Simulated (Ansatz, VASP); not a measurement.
**Si2Mo: VASP beside Ansatz**

```
Si Mo
1.0
     4.55081    0.00000    0.00000
    -2.27541    3.94112    0.00000
     0.00000    0.00000    6.53177
Si Mo
6 3
Direct
  0.16423 0.83577 0.83333
  0.32845 0.16423 0.16667
  0.83577 0.67155 0.50000
  0.83577 0.16423 0.83333
  0.67155 0.83577 0.16667
  0.16423 0.32845 0.50000
  0.50000 0.00000 0.50000
  0.00000 0.50000 0.16667
  0.50000 0.50000 0.83333
```

Alike in both runs: functional LDA; k mesh 9 × 9 × 6; occupations gaussian, width 0.1 eV; no spin polarisation.

Ansatz relaxed the structure, and its values are those at the end. VASP's run is a single point on that final structure, the one shown.

```csv
,VASP,Ansatz
version,VASP 6.6.1,Ansatz 0.2.0
potentials or method,"VASP PAW LDA potentials, release 64 (Si, Mo_sv), cutoff 520 eV","scalar-relativistic, plane waves, PAW"
valence electrons in the cell,66,66
```

VASP gave:

```
gap on the k mesh at the Fermi level (eV) : 0.15
least direct gap on the mesh (eV)         : 0.58
pressure (GPa)                            : 0.6
```

Question: Estimate Ansatz's values.

Answer: gap on the k mesh at the Fermi level (eV): 0.15; least direct gap on the mesh (eV): 0.58; pressure (GPa): 0.0.

Ansatz warns that its potentials were made for another functional, while VASP's fit it. LDA's correlation is that of Perdew and Zunger in VASP and of Perdew and Wang (1992) in Ansatz.
